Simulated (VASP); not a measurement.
A run of VASP 6.6.1 is set up as follows.

Contents of INCAR:

```
SYSTEM = Au
  ALGO = Normal
  EDIFF = 1E-7
  ENCUT = 520
  GGA = PS
  ISIF = 2
  ISMEAR = -1
  LASPH = .True.
  LCHARG = .False.
  LREAL = .False.
  LWAVE = .False.
  NBANDS = 12
  NELM = 80
  PREC = Accurate
  SIGMA = 0.05
```

Contents of KPOINTS:

```
k-points
0
Gamma
  13 13 13
  0 0 0
```

Contents of POSCAR:

```
Au
1.0
    0.0000000000      2.0412400000      2.0412400000
    2.0412400000      0.0000000000      2.0412400000
    2.0412400000      2.0412400000      0.0000000000
Au
1
Direct
    0.0000000000      0.0000000000      0.0000000000
```

Potentials or basis: VASP PAW PBE potentials, release 64 (Au).

Run with:

```bash
$ cat potpaw_PBE.64/Au/POTCAR > POTCAR
$ mpirun -np 1 vasp_std > vasp.out
```

Question: What does it give for the pressure?

Answer: -0.6 GPa.

Caveat: the PAW data sets were made with another functional, which shifts forces and pressure a little.
